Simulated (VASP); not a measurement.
Mg4Ge3N: single point with PBE

The system is Mg4Ge3N.

```
Mg Ge N
1.0
     3.19931    0.00000    0.00000
    -1.59965    2.77068    0.00000
     0.00000    0.00000   16.04781
Mg Ge N
4 3 1
Direct
  0.33333 0.66667 0.93437
  0.33333 0.66667 0.36032
  0.66667 0.33333 0.06563
  0.66667 0.33333 0.63968
  0.00000 0.00000 0.50000
  0.00000 0.00000 0.22172
  0.00000 0.00000 0.77828
  0.00000 0.00000 0.00000
```

The cell was generated, and may not be a known phase.

* Program: VASP 6.6.1
* Task: single point
* Functional: PBE
* Potentials or basis: VASP PAW PBE potentials, release 64 (Mg, Ge_d, N)
* Cutoff: 520 eV
* k mesh: 12 × 12 × 2
* Occupations: gaussian, width 0.1 eV
* Spin: no spin polarisation
* Dipole correction: no
* Further INCAR settings: ALGO = Normal; EDIFF = 1e-06; NBANDS = 38

```yaml
Pressure: -0.2 GPa
Largest_force: 0.035 eV/Å
Band_gap_on_the_k_mesh: zero (an odd number of electrons rules out a gap without spin polarisation)
```

Forces in eV/Å, atoms in the order of the input:
```
Mg   0.000  0.000  0.035
Mg   0.000  0.000  0.002
Mg   0.000  0.000 -0.035
Mg   0.000  0.000 -0.002
Ge   0.000  0.000  0.000
Ge   0.000  0.000 -0.004
Ge   0.000  0.000  0.004
N    0.000  0.000  0.000
```

Stress tensor (GPa, compression positive):
```
-0.13  0.00  0.00
 0.00 -0.13  0.00
 0.00  0.00 -0.23
```

Levels at points of the mesh, in eV from the Fermi level:
| k point | band 25 | band 26 | band 27 | band 28 | band 29 | band 30 | band 31 | band 32 |
| --- | --- | --- | --- | --- | --- | --- | --- | --- |
| (0.00, 0.00, 0.00) | -0.77 | -0.68 | 2.67 | 3.24 | 5.63 | 5.63 | 5.89 | 5.89 |
| (0.50, 0.00, 0.00) | -1.96 | -1.57 | -1.22 | -0.15 | 0.47 | 1.35 | 2.11 | 2.73 |
| (0.00, 0.00, 0.50) | -0.77 | 0.39 | 1.26 | 4.64 | 5.26 | 5.63 | 5.63 | 5.90 |
| (0.50, 0.00, 0.50) | -2.38 | -1.57 | -0.55 | -0.13 | 0.04 | 0.89 | 2.73 | 3.03 |

Run time: 5.2 min on 1 thread of Oxide Virtual Turin-like Processor, with other jobs on the host, peak memory 0.32 GiB.
